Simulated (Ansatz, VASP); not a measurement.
**Two plane-wave programs on TePb**

```
Te Pb
1.0
     4.12736   -0.16009    0.00000
    -0.16009    4.12736    0.00000
     0.00000    0.00000    4.22373
Te Pb
1 1
Cartesian
  1.9836 1.9836 2.2174
  0.0000 0.0000 -0.1055
```

Alike in both runs: task single point; functional PBEsol; k mesh 10 × 10 × 10; occupations gaussian, width 0.1 eV; no spin polarisation.

|  | VASP | Ansatz |
| --- | --- | --- |
| version | VASP 6.6.1 | Ansatz 0.2.0 |
| potentials or method | VASP PAW PBE potentials, release 64 (Te, Pb_d), cutoff 520 eV | scalar-relativistic, plane waves, PAW |
| valence electrons in the cell | 20 | 30 |

```tsv
	VASP	Ansatz	Ansatz less VASP
gap on the k mesh at the Fermi level (eV)	none	none	-
pressure (GPa)	-5.4	-5.4	+0.02
traceless stress, the component that is largest in VASP (GPa)	0.16	0.16	-0.005
rms of the force components (eV/Å)	0.138	0.139	+0.0008
```

VASP's potentials were made for PBE, not for PBEsol. Atom by atom the forces differ by 0.001 eV/Å (rms over components). A gap of «none» marks a metal or a gap that the smearing closes. VASP's potentials hold 20 valence electrons a cell and Ansatz's 30, so a difference there can come from the potentials and not from the codes.

Spin-orbit coupling is off throughout.
